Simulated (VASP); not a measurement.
# Si6N in VASP: relaxation of the atoms with LDA

Aim: the relaxation of the atoms of Si6N with LDA.

All numbers are computed with VASP 6.6.1; they aren't measurements. Logs are shortened: lines on timing, memory, paths and dates and some standing lists are left out, and cuts for length are marked.

### Step 1. The cell of the first run

The cell holds a slab with vacuum, 7 atoms: a = 3.802 Å, b = 3.802 Å, c = 22.453 Å, α = 90.00°, β = 90.00°, γ = 120.00°.

### Step 2. Relaxation of the atoms, LDA, collinear spin, ferromagnetic start

Contents of INCAR:

```
PREC = Accurate ; ENCUT = 520
EDIFF = 1E-7 ; ISMEAR = 0
SIGMA = 0.05 ; LREAL = False
LASPH = True ; NELM = 200
ALGO = Normal ; ISIF = 2
LWAVE = False ; LCHARG = False
ISPIN = 2 ; MAGMOM = 0 0 0 0 0 0 3
LORBIT = 11 ; LDIPOL = True
IDIPOL = 3 ; DIPOL = 0.5 0.5 0.359
IBRION = 2 ; NSW = 36
EDIFFG = -0.025 ; GGA_COMPAT = False
NELMIN = 4 ; NELMDL = -8
KPAR = 4
```

Contents of KPOINTS:

```
regular mesh
0
Gamma
  9 9 1
```

Contents of POSCAR:

```
Si6N
1.0
    3.8019755009      0.0000000000      0.0000000000
   -1.9009877505      3.2926073684      0.0000000000
    0.0000000000      0.0000000000     22.4526205295
Si N
6 1
Selective dynamics
Direct
    0.6666666667      0.3333333333      0.1781529241  F F F
    0.3333333333      0.6666666667      0.2134649663  F F F
    0.3333333333      0.6666666667      0.3182060687  F F F
    0.6666666667      0.3333333333      0.3520754813  F F F
    0.6666666667      0.3333333333      0.4580755784  F F F
    0.3333333333      0.6666666667      0.4878103433  F F F
    0.3333333333      1.1666666667      0.5056915014  F F T
```

Potentials or basis: VASP PAW LDA potentials, release 64 (Si, N).

Run with:

```bash
$ cat potpaw_LDA.64/Si/POTCAR potpaw_LDA.64/N/POTCAR > POTCAR
$ mpirun -np 4 vasp_std > vasp.out
```

OUTCAR:

```text
PREC = Accurate
   ENCUT = 520
   EDIFF = 1E-7
   ISMEAR = 0
   LREAL = False
   LASPH = True
   NELM = 200
   ISIF = 2
   ISPIN = 2
   LORBIT = 11
   IBRION = 2
   NSW = 36
   EDIFFG = -0.025
   NELMIN = 4
   NELMDL = -8

 ion  position               nearest neighbor table
   1  0.667  0.333  0.178-   2 2.33   2 2.33   2 2.33
   2  0.333  0.667  0.213-   1 2.33   1 2.33   1 2.33   3 2.35
   3  0.333  0.667  0.318-   4 2.32   4 2.32   4 2.32   2 2.35
   4  0.667  0.333  0.352-   3 2.32   3 2.32   3 2.32   5 2.38
   5  0.667  0.333  0.458-   7 1.53   6 2.29   6 2.29   6 2.29   4 2.38
   6  0.333  0.667  0.488-   7 1.94   7 1.94   5 2.29   5 2.29   5 2.29
   7  0.333  0.167  0.506-   5 1.53   6 1.94   6 1.94

  LATTYP: Found a hexagonal cell.
 ALAT       =     3.8019755009
 C/A-ratio  =     5.9055142581

  Lattice vectors:

 A1 = (   3.8019755009,   0.0000000000,   0.0000000000)
 A2 = (  -1.9009877505,   3.2926073684,   0.0000000000)
 A3 = (   0.0000000000,   0.0000000000,  22.4526205295)

Analysis of symmetry for initial positions (statically):
=====================================================================
 Subroutine PRICEL returns:
 Original cell was already a primitive cell.

 Routine SETGRP: Setting up the symmetry group for a
 hexagonal supercell.

 Subroutine GETGRP returns: Found  2 space group operations
 (whereof  2 operations were pure point group operations)
 out of a pool of 24 trial point group operations.

The static configuration has the point symmetry C_1h.

Analysis of symmetry for dynamics (positions and initial velocities):
=====================================================================
 Subroutine PRICEL returns:
 Original cell was already a primitive cell.

 Routine SETGRP: Setting up the symmetry group for a
 hexagonal supercell.

 Subroutine GETGRP returns: Found  2 space group operations
 (whereof  2 operations were pure point group operations)
 out of a pool of 24 trial point group operations.

The dynamic configuration has the point symmetry C_1h.

Analysis of constrained symmetry for selective dynamics:
=====================================================================
 Subroutine PRICEL returns:
 Original cell was already a primitive cell.

 Routine SETGRP: Setting up the symmetry group for a
 hexagonal supercell.

 Subroutine GETGRP returns: Found  2 space group operations
 (whereof  2 operations were pure point group operations)
 out of a pool of 24 trial point group operations.

The constrained configuration has the point symmetry C_1h.

Analysis of structural, dynamic, and magnetic symmetry:
=====================================================================
 Subroutine PRICEL returns:
 Original cell was already a primitive cell.

 Routine SETGRP: Setting up the symmetry group for a
 hexagonal supercell.

 Subroutine GETGRP returns: Found  2 space group operations
 (whereof  2 operations were pure point group operations)
 out of a pool of 24 trial point group operations.

The overall configuration has the point symmetry C_1h.

 Subroutine INISYM returns: Found  2 space group operations
 (whereof  2 operations are pure point group operations),
 and found     1 'primitive' translations

----------------------------------------------------------------------------------------

                                     Primitive cell

  volume of cell :     281.0712

  direct lattice vectors                    reciprocal lattice vectors
     3.801975501  0.000000000  0.000000000     0.263021158  0.151855337  0.000000000
    -1.900987750  3.292607368  0.000000000     0.000000000  0.303710673  0.000000000
     0.000000000  0.000000000 22.452620529     0.000000000  0.000000000  0.044538231

  length of vectors
[... 93 lines left out ...]
   EDIFFG = -.3E-01   stopping-criterion for IOM
   NSW    =     36    number of steps for IOM
   IBRION =      2    ionic relax: 0-MD 1-quasi-New 2-CG
   NFREE  =      1    steps in history (QN), initial steepest desc. (CG)
   ISIF   =      2    stress and relaxation
   ISYM   =      2    0-nonsym 1-usesym 2-fastsym
   POTIM  = 0.5000    time-step for ionic-motion
   TEBEG  =    0.0;   TEEND  =   0.0 temperature during run
   PSTRESS=    0.0 pullay stress
   NELECT =      29.0000    total number of electrons
   NUPDOWN=      -1.0000    fix difference up-down
   EMIN   =  10.00;   EMAX   =-10.00  energy-range for DOS
   EFERMI =   0.00;   METHOD = LEGACY
   ISMEAR =     0;   SIGMA  =   0.05  broadening in eV -4-tet -1-fermi 0-gaus
   EFERMI_NEDOS =   21; number of points for ismear=-14 and -15
   IALGO  =     38    algorithm
   IMIX   =      4    mixing-type and parameters
     AMIX     =   0.40;   BMIX     =  1.00
     AMIX_MAG =   1.60;   BMIX_MAG =  1.00
  volume/ion in A,a.u.               =      40.15       270.97
  Fermi-wavevector in a.u.,A,eV,Ry     =   0.767836  1.451001  8.021625  0.589573
  Thomas-Fermi vector in A             =   1.868479
   LORBIT       =     11    0 simple, 1 ext, 2 COOP (PROOUT), +10 PAW based schemes
   GGA     = CA    functional components
   LHFCALC =     F    Hartree Fock is set to
   AEXX    =    0.0000 exact exchange contribution
   IVDW    =     0    specifies the selected vdW correction
   LEPSILON=     F    determine dielectric tensor
   LRPA    =     F    only Hartree local field effects (RPA)
 conjugate gradient relaxation of ions
 spin polarized calculation
 Gauss-broadening in eV      SIGMA  =   0.05
  energy-cutoff  :      520.00
  volume of cell :      281.07
 maximum number of plane-waves:      7617
   NGX = 15   NGY = 15   NGZ = 83

--------------------------------------- Ionic step        1  -------------------------------------------

 number of electron      29.0000001 magnetization       0.6229809

 Free energy of the ion-electron system (eV)
  ---------------------------------------------------
  ext. energy  EPLUGINS =         0.00000000
  ---------------------------------------------------
  free energy    TOTEN  =       -40.64322812 eV

  energy without entropy =      -40.63928391  energy(sigma->0) =      -40.64125602

------------------------ aborting loop because EDIFF is reached ----------------------------------------

 vacuum level on the upper side and lower side of the slab       (xc-potential included)        -0.219        -0.000

  FORCE on cell =-STRESS in cart. coord.  units (eV):
  Direction    XX          YY          ZZ          XY          YZ          ZX
  --------------------------------------------------------------------------------------
  -------------------------------------------------------------------------------------
  Total        6.8996755      1.3072896      5.9067492      4.8431483     -3.0357935     -5.2581485
  in kB       39.3299102      7.4518838     33.6699768     27.6071806    -17.3047969    -29.9727873
  external PRESSURE =      26.8172569 kB  Pullay stress =       0.0000000 kB
[... 22 lines left out ...]
  FREE ENERGIE OF THE ION-ELECTRON SYSTEM (eV)
  ---------------------------------------------------
  free  energy   TOTEN  =       -40.6432281213 eV

  energy  without entropy=      -40.6392839121  energy(sigma->0) =      -40.64125602

 dipolmoment           0.000000      0.000000     -0.011474 electrons x Angstroem

--------------------------------------- Ionic step        2  -------------------------------------------

 number of electron      29.0000000 magnetization       0.7873186

------------------------ aborting loop because EDIFF is reached ----------------------------------------
[... 36 lines left out ...]
--------------------------------------- Ionic step        3  -------------------------------------------

 number of electron      29.0000001 magnetization       0.7570762

 dipolmoment           0.000000      0.000000      0.036603 electrons x Angstroem

 Free energy of the ion-electron system (eV)
  ---------------------------------------------------
  ext. energy  EPLUGINS =         0.00000000
  ---------------------------------------------------
  free energy    TOTEN  =       -41.14469042 eV

  energy without entropy =      -41.13971262  energy(sigma->0) =      -41.14220152

 E-fermi :  -0.3126     XC(G=0):  -4.9084

 val. band max:       -0.3248084972   @ k =   0.3333   0.0000   0.0000
 cond. band min:      -0.3112541226   @ k =   0.2222   0.2222   0.0000
 fundamental gap:      0.0135543746
 Fermi energy:        -0.3126186050

 spin component 1

 k-point     1 :       0.0000    0.0000    0.0000
  band No.  band energies     occupation
      1     -16.9830      1.00000
      2     -12.1279      1.00000
      3     -10.8751      1.00000
      4      -8.8221      1.00000
      5      -6.3959      1.00000
      6      -5.7861      1.00000
[... 541 lines left out ...]
     19       3.1296      0.00000
     20       3.2761      0.00000

 [... further k-points ...]

 spin component 2

 k-point     1 :       0.0000    0.0000    0.0000
  band No.  band energies     occupation
      1     -16.9486      1.00000
      2     -12.0480      1.00000
      3     -10.7466      1.00000
      4      -8.7678      1.00000
      5      -6.3675      1.00000
      6      -5.6249      1.00000
[... 541 lines left out ...]
     19       3.2228      0.00000
     20       3.4032      0.00000

 [... further k-points ...]

------------------------ aborting loop because EDIFF is reached ----------------------------------------

 vacuum level on the upper side and lower side of the slab       (xc-potential included)         0.246        -0.274

  FORCE on cell =-STRESS in cart. coord.  units (eV):
  Direction    XX          YY          ZZ          XY          YZ          ZX
  --------------------------------------------------------------------------------------
  -------------------------------------------------------------------------------------
  Total        2.6072912     -1.5582676      0.9194303      3.6074798     -0.6317188     -1.0941691
  in kB       14.8622248     -8.8825228      5.2409874     20.5635546     -3.6009585     -6.2370430
  external PRESSURE =       3.7402298 kB  Pullay stress =       0.0000000 kB
[... 22 lines left out ...]
  FREE ENERGIE OF THE ION-ELECTRON SYSTEM (eV)
  ---------------------------------------------------
  free  energy   TOTEN  =       -41.1446904210 eV

  energy  without entropy=      -41.1397126185  energy(sigma->0) =      -41.14220152

 reached required accuracy - stopping structural energy minimisation

 vacuum level on the upper side and lower side of the slab         5.204         4.673

 total charge

# of ion       s       p       d       tot
------------------------------------------
    1        0.806   0.864   0.000   1.670
    2        0.765   0.939   0.000   1.703
    3        0.773   0.938   0.000   1.712
    4        0.771   0.944   0.000   1.715
    5        0.768   0.987   0.000   1.756
    6        0.797   0.812   0.000   1.610
    7        1.275   2.379   0.000   3.655
--------------------------------------------------
tot          5.956   7.863   0.000  13.819

 magnetization (x)

# of ion       s       p       d       tot
------------------------------------------
    1        0.026   0.135   0.000   0.161
    2        0.004   0.016   0.000   0.020
    3        0.008   0.033   0.000   0.040
    4        0.003   0.012   0.000   0.014
    5        0.002   0.010   0.000   0.012
    6        0.002   0.004   0.000   0.006
    7        0.001   0.027   0.000   0.027
--------------------------------------------------
tot          0.045   0.237   0.000   0.282
```

It took 4.2 min on 4 MPI ranks of Intel Xeon Platinum 8559C (Emerald Rapids), shared host; peak memory 0.47 GiB.

Results:

```yaml
Free_energy: -41.1447 eV
Energy_gained_by_relaxing: 71.6 meV/atom
Ionic_steps: 3
Net_moment: 0.76 μB per cell
Site_moments: Si +0.16, +0.02, +0.04, +0.01 (each value once); N +0.03 μB
Valence_electrons_inside_the_program's_atomic_spheres: Si 1.67, 1.70, 1.71, 1.72, 1.76, 1.61; N 3.65
```

The path:
```csv
step,energy change (eV),largest force on free atoms (eV/Å),pressure (GPa)
1,0.0000,5.2662,2.68
2,-0.4823,0.8083,-0.01
3,-0.5015,0.0015,0.37
```

Final structure:
```
Si N
1.0
     3.80198    0.00000    0.00000
    -1.90099    3.29261    0.00000
     0.00000    0.00000   22.45262
Si N
6 1
Direct
  0.66667 0.33333 0.17815
  0.33333 0.66667 0.21346
  0.33333 0.66667 0.31821
  0.66667 0.33333 0.35208
  0.66667 0.33333 0.45808
  0.33333 0.66667 0.48781
  0.33333 0.16667 0.51495
```

Caveat: a moment this small can come from the mesh or the smearing.
